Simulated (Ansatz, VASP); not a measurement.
**BaF2: VASP beside Ansatz**

```xyz
3
Lattice="0.0000 3.0974 3.0974 3.0974 0.0000 3.0974 3.0974 3.0974 0.0000" Properties=species:S:1:pos:R:3 pbc="T T T"
Ba    0.0000    0.0000    0.0000
F     1.5487    1.5487    1.5487
F     4.6460    4.6460    4.6460
```

Alike in both runs: functional r2SCAN; k mesh 6 × 6 × 6; occupations gaussian, width 0.02 eV; no spin polarisation.

Ansatz relaxed the structure, and its values are those at the end. VASP's run is a single point on that final structure, the one shown.

|  | VASP | Ansatz |
| --- | --- | --- |
| version | VASP 6.6.1 | Ansatz 0.2.0 |
| potentials or method | VASP PAW PBE potentials, release 64 (Ba_sv, F), cutoff 660 eV | scalar-relativistic, plane waves, PAW |
| valence electrons in the cell | 24 | 24 |

Ansatz gave:

| Quantity | Value |
| --- | --- |
| gap on the k mesh at the Fermi level (eV) | 7.44 |
| least direct gap on the mesh (eV) | 7.52 |
| pressure (GPa) | 0.0 |

Q: What did VASP give for the same quantities?

A: gap on the k mesh at the Fermi level (eV): 7.36; least direct gap on the mesh (eV): 7.43; pressure (GPa): 0.9.

VASP's potentials were made for PBE, not for r2SCAN.

Spin-orbit coupling is off throughout.
